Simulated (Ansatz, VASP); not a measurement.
**One calculation of Rb3ScBe6, two programs**

```xyz
10
Lattice="0.0000 4.6886 4.6886 4.6886 0.0000 4.6886 4.6886 4.6886 0.0000" Properties=species:S:1:pos:R:3 pbc="T T T"
Rb    2.3443    2.3443    2.3443
Rb    7.0328    7.0328    7.0328
Rb    4.6886    4.6886    4.6886
Be    7.2213    4.6886    4.6886
Be    4.6886    7.2213    4.6886
Be    2.1558    4.6886    4.6886
Be    4.6886    2.1558    4.6886
Be    4.6886    4.6886    7.2213
Be    4.6886    4.6886    2.1558
Sc    0.0000    0.0000    0.0000
```

Alike in both runs: task single point; functional PBE; k mesh 4 × 4 × 4; occupations methfessel-paxton of order 1, width 0.0598 eV; no spin polarisation.

|  | VASP | Ansatz |
| --- | --- | --- |
| version | VASP 6.6.1 | Ansatz 0.2.0 |
| potentials or method | VASP PAW PBE potentials, release 64 (Rb_sv, Be, Sc_sv), cutoff 520 eV | PAW plane waves |
| valence electrons in the cell | 50 | 50 |

```csv
,VASP,Ansatz,Ansatz less VASP
gap on the k mesh at the Fermi level (eV),none,none,-
pressure (GPa),14.6,14.6,-0.06
rms of the force components (eV/Å),0.213,0.214,+0.0010
```

Atom by atom the forces differ by 0.001 eV/Å (rms over components). A gap of «none» marks a metal or a gap that the smearing closes.
